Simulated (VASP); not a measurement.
Ru, 2 atoms in the cell. It takes space group P6_3/mmc (No. 194, hexagonal). The conventional cell has a = 2.678 Å, b = 2.678 Å, c = 4.218 Å, α = 90.00°, β = 90.00°, γ = 120.00°. Within 3.4 Å of Ru (site symmetry -6m2) lie 12 Ru at 2.61 to 2.68 Å. 

```yaml
Program: VASP 6.6.1
Task: single point
Functional: LDA
Potentials_or_basis: VASP PAW LDA potentials, release 64 (Ru_pv)
Cutoff: 520 eV
k_mesh: 19 × 19 × 11
Occupations: fermi-dirac, width 0.1 eV
Spin: no spin polarisation
Dipole_correction: no
Further_INCAR_settings: ALGO = Normal; EDIFF = 1e-06; NBANDS = 21
```

Potentials or basis: VASP PAW LDA potentials, release 64 (Ru_pv).

Launch:

```bash
$ cat potpaw_LDA.64/Ru_pv/POTCAR > POTCAR
$ mpirun -np 1 vasp_std > vasp.out
```

Hardware: 1 thread of Intel Xeon 8259CL, on a shared host.

Task: Estimate the wall time of this run.

Result: Run time: 120 s on 1 thread of Intel Xeon 8259CL, on a shared host, peak memory 0.21 GiB. Counts: scf iterations 11, k points 240.
